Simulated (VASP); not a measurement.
A run of VASP 6.6.1 is set up as follows.

File INCAR:

```
ALGO = Normal
EDIFF = 1E-6
ENCUT = 520
GGA = PS
ISIF = 2
ISMEAR = -1
LASPH = True
LCHARG = True
LELF = True
LREAL = False
LVHAR = True
LWAVE = False
NBANDS = 33
NELM = 100
PREC = Accurate
SIGMA = 0.146
```

KPOINTS

```
k-points
0
Gamma
  6 6 6
```

File POSCAR:

```
TiO2
1.0
   -1.8888993355      1.8888993355      4.7917223787
    1.8888993355     -1.8888993355      4.7917223787
    1.8888993355      1.8888993355     -4.7917223787
Ti O
2 4
Direct
   -0.0198836128     -0.0090574668     -0.0512618636
    0.7533778450      0.2978723642      0.5491785510
    0.2359292712      0.2218033199      0.0466973006
    0.9767209372      0.4186840529      0.4802307264
    0.5210989057     -0.0307751304      0.4245925047
    0.8156339657      0.7741590186      0.0547128151
```

Potentials or basis: VASP PAW PBE potentials, release 64 (Ti_sv, O).

Run with:

```sh
$ cat potpaw_PBE.64/Ti_sv/POTCAR potpaw_PBE.64/O/POTCAR > POTCAR
$ mpirun -np 1 vasp_std > vasp.out
```

Problem. What does it give for the band gap on the k mesh?

Solution. 2.39 eV, indirect (least direct gap 3.01 eV).

Problem. What does it give for the largest force?

Solution. 1.785 eV/Å.

Forces in eV/Å, atoms in the order of the input:
```
Ti  -0.170  0.713 -0.763
Ti  -1.188  0.911  0.434
O   -0.045 -1.761 -0.289
O    1.012 -0.663 -0.910
O    0.552  1.214  0.468
O   -0.162 -0.414  1.061
```

Caveat: the PAW data sets were made with another functional, which shifts forces and pressure a little. A k mesh can miss the band edges.
